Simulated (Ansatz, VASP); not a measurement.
BaTiO3 in VASP and in Ansatz

INCAR

```
SYSTEM = BaTiO3
ALGO     = Normal         ! electronic algorithm
EDIFF    = 1E-8           ! SCF threshold, eV
ENCUT    = 520            ! plane-wave cutoff, eV
GGA      = PE             ! functional
ISIF     = 2              ! what is computed and relaxed
ISMEAR   = -1             ! smearing method
LASPH    = .True.         ! aspherical terms in the spheres
LCHARG   = .False.        ! write CHGCAR
LEFG     = .True.       
LREAL    = .False.        ! projectors in reciprocal space
LWAVE    = .False.        ! write WAVECAR
NBANDS   = 28             ! bands
NELM     = 100            ! most SCF steps
PREC     = Accurate       ! precision mode
SIGMA    = 0.08           ! smearing width, eV
```

File KPOINTS:

```
k-points
0
Gamma
  7 7 7
  0 0 0
```

Contents of POSCAR:

```
BaTiO3
1.0
    3.8798060000      0.0000000000      0.0000000000
    0.0000000000      3.8798060000      0.0000000000
    0.0000000000      0.0000000000      4.0180000000
Ba Ti O
1 1 3
Direct
    0.0000000000      0.0000000000      0.0000000000
    0.5000000000      0.5000000000      0.4820000000
    0.5000000000      0.5000000000      0.0160000000
    0.5000000000      0.0000000000      0.5150000000
    0.0000000000      0.5000000000      0.5150000000
```

Input for Ansatz:

```yaml
crystal:
  lattice:
    - [3.879806, 0.0, 0.0]
    - [0.0, 3.879806, 0.0]
    - [0.0, 0.0, 4.018]
  atoms:
    - { symbol: Ba, position: [0.0, 0.0, 0.0] }
    - { symbol: Ti, position: [0.5, 0.5, 0.482] }
    - { symbol: O, position: [0.5, 0.5, 0.016] }
    - { symbol: O, position: [0.5, 0.0, 0.515] }
    - { symbol: O, position: [0.0, 0.5, 0.515] }
kpoints:
  mp_grid: { grid: [7, 7, 7] }
scf:
  occupations: { method: fermi_dirac, width: 0.08 }
hamiltonian:
  xc: pbe
  pseudopotentials: { kind: all_electron, datasets: crystal }
output:
  forces: true
  stress: true
  eigenvalues: true
  efg: { contact_densities: true }
```

Change from the starting cell: equal xx and yy strain of -3 %, crystal datasets.

Alike in both runs: task electric field gradients; functional PBE; k mesh 7 × 7 × 7; occupations fermi-dirac, width 0.08 eV; no spin polarisation.

```csv
,VASP,Ansatz
version,VASP 6.6.1,Ansatz 0.2.0
potentials or method,"VASP PAW PBE potentials, release 64 (Ba_sv, Ti_sv, O), cutoff 520 eV","all-electron PAW with datasets made for the crystal, scalar-relativistic"
```

|  | VASP | Ansatz | Ansatz less VASP |
| --- | --- | --- | --- |
| pressure (GPa) | 17.0 | 14.8 | -2.25 |
| traceless stress, the component that is largest in VASP (GPa) | -3.82 | -3.73 | +0.099 |
| rms of the force components (eV/Å) | 0.065 | 0.069 | +0.0035 |
| size of Vzz on the site where it differs most (V/Å²) | 3.6 | 2.5 | -1.04 |

Atom by atom the forces differ by 0.016 eV/Å (rms over components). Ansatz ran all-electron here, and VASP with PAW potentials.

Spin-orbit coupling is off throughout.
